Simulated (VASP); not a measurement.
Input of a VASP 6.6.1 run:

The input INCAR:

```
SYSTEM = ZrC4
ALGO     = Normal         ! electronic algorithm
EDIFF    = 1E-6           ! SCF threshold, eV
ENCUT    = 520            ! plane-wave cutoff, eV
GGA      = PE             ! functional
ISIF     = 2              ! what is computed and relaxed
ISMEAR   = 0              ! smearing method
LASPH    = .TRUE.         ! aspherical terms in the spheres
LCHARG   = .TRUE.         ! write CHGCAR
LELF     = .TRUE.         ! ELF
LREAL    = .FALSE.        ! projectors in reciprocal space
LVHAR    = .TRUE.       
LWAVE    = .FALSE.        ! write WAVECAR
NBANDS   = 22             ! bands
NELM     = 100            ! most SCF steps
PREC     = Accurate       ! precision mode
SIGMA    = 0.1            ! smearing width, eV
```

Contents of KPOINTS:

```
k-points
0
G
  14 14 14
  0 0 0
```

The input POSCAR:

```
ZrC4
1.0
   -2.6953689916      2.6953689916      1.6862033264
    2.6953689916     -2.6953689916      1.6862033264
    2.6953689916      2.6953689916     -1.6862033264
Zr C
1 4
Direct
    0.0000000000      0.0000000000      0.0000000000
    0.5784132539      0.1099293116      0.6883425655
    0.8900706884      0.5784132539      0.4684839423
    0.4215867461      0.8900706884      0.3116574345
    0.1099293116      0.4215867461      0.5315160577
```

Potentials or basis: VASP PAW PBE potentials, release 64 (Zr_sv, C).

Launch:

```bash
$ cat potpaw_PBE.64/Zr_sv/POTCAR potpaw_PBE.64/C/POTCAR > POTCAR
$ mpirun -np 1 vasp_std > vasp.out
```

(1) Predict the largest force.

(2) What does it give for the band gap on the k mesh?

(3) Predict the pressure.

Answers

(1) 0.071 eV/Å.

(2) zero (bands 14 and 15 overlap by 2.11 eV).

(3) 0.4 GPa.
